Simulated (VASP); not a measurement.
Cr:

```
Cr
1.0
     2.96890    0.00000    0.00000
     0.00000    2.96890    0.00000
     0.00000    0.00000    2.96890
Cr
2
Direct
  0.00000 0.00000 0.00000
  0.50000 0.50000 0.50000
```

Base run:

```yaml
Program: VASP 6.6.1
Functional: PBE
Potentials_or_basis: VASP PAW PBE potentials, release 64 (Cr_pv)
Cutoff: 520 eV
k_mesh: 11 × 11 × 11
Occupations: fermi-dirac, width 0.1 eV
Spin: collinear spin, antiferromagnetic start
Starting_moments: "[3.0, -3.0] μB"
```

Its results: band gap on the k mesh zero (filled and empty bands overlap); pressure -13.4 GPa.

Question: The run is repeated on the same cell with these changes: spin from collinear spin, antiferromagnetic start to no spin polarisation; further incar settings from ALGO = Normal; EDIFF = 1e-06; NBANDS = 23 to ALGO = Normal; EDIFF = 1e-06; NBANDS = 19. What comes out?

Answer: Band gap on the k mesh zero (band 12 reaches 9.88 eV, above the bottom of band 13 at 9.08 eV); pressure -24.8 GPa.
